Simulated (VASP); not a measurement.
Set up this calculation in VASP 6.6.1, as the native input.

```yaml
Task: single point
Functional: r2SCAN
Potentials_or_basis: VASP PAW PBE potentials, release 64 (Be, Te)
Cutoff: 660 eV
k_mesh: 6 × 6 × 6
Occupations: gaussian, width 0.1 eV
Spin: no spin polarisation
Dipole_correction: no
Further_INCAR_settings: ALGO = Normal; EDIFF = 1e-06; NBANDS = 11
```

Crystal: BeTe (rs.b).

```
CELL_PARAMETERS angstrom
0.00000 2.81000 2.81000
2.81000 0.00000 2.81000
2.81000 2.81000 0.00000
ATOMIC_POSITIONS crystal
Be 0.00000 0.00000 0.00000
Te 0.25000 0.25000 0.25000
```

The input as run:

POSCAR

```
BeTe
1.0
    0.0000000000      2.8100000000      2.8100000000
    2.8100000000      0.0000000000      2.8100000000
    2.8100000000      2.8100000000      0.0000000000
Be Te
1 1
Direct
    0.0000000000      0.0000000000      0.0000000000
    0.2500000000      0.2500000000      0.2500000000
```

INCAR.step1

```
SYSTEM = BeTe
  PREC = Accurate
  ENCUT = 660
  ISMEAR = 0
  SIGMA = 0.1
  LREAL = .FALSE.
  LASPH = .TRUE.
  NELM = 120
  NBANDS = 11
  GGA = PE
  ALGO = Normal
  EDIFF = 1E-5
  LWAVE = .TRUE.
  LCHARG = .FALSE.
  GGA_COMPAT = .FALSE.
```

INCAR.step2

```
SYSTEM = BeTe
  PREC = Accurate
  ENCUT = 660
  EDIFF = 1E-6
  ISMEAR = 0
  SIGMA = 0.1
  LREAL = .FALSE.
  LASPH = .TRUE.
  NELM = 120
  ALGO = Normal
  ISIF = 2
  LWAVE = .FALSE.
  LCHARG = .FALSE.
  METAGGA = R2SCAN
  LMIXTAU = .TRUE.
  NBANDS = 11
  ISTART = 1
  GGA_COMPAT = .FALSE.
```

KPOINTS

```
regular mesh
0
G
  6 6 6
  0 0 0
```

Potentials or basis: VASP PAW PBE potentials, release 64 (Be, Te).

Command:

```bash
$ cat potpaw_PBE.64/Be/POTCAR potpaw_PBE.64/Te/POTCAR > POTCAR
$ cp INCAR.step1 INCAR
$ mpirun -np 1 vasp_std > vasp.out
$ cp INCAR.step2 INCAR
$ mpirun -np 1 vasp_std > vasp.out
```

It gave:

The pressure is 1.5 GPa. The band gap on the k mesh is 2.32 eV, indirect (least direct gap 4.01 eV).

Caveat: the PAW data sets were made with another functional, which shifts forces and pressure a little; spin-orbit coupling is left out, which moves the levels of the heavy elements.

Wall time 18 s on 1 thread of Intel(R) Xeon(R) 6975P-C (Granite Rapids), on a shared host, peak memory 0.21 GiB.
